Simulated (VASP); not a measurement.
Runs of VASP 6.6.1 on Co. The structure is hexagonal, space group P6_3/mmc (No. 194). Conventional cell: a = 2.527 Å, b = 2.527 Å, c = 4.119 Å, α = 90.00°, β = 90.00°, γ = 120.00°. Within 3.3 Å of Co (site symmetry -6m2) lie 12 Co at 2.52 to 2.53 Å. 

| spin | gap on the mesh (eV) | pressure (GPa) | moment (μB) |
| --- | --- | --- | --- |
| collinear, antiferromagnetic start | none | -13.4 | (a) |
| collinear, ferromagnetic start | none | -9.5 | 3.26 |
| collinear | none | -9.5 | 3.26 |
| off | none | -19.0 | - |

Alike in all rows: task single point; level PBE; potentials or basis VASP PAW PBE potentials, release 64 (Co); cell as given; k mesh 13 × 13 × 7; cutoff (eV) 520; smearing fermi-dirac 0.1 eV.

Problem. Estimate the missing entries.

Solution. (a) 0.00.

A gap of «none» marks levels without a gap at the run's occupations.
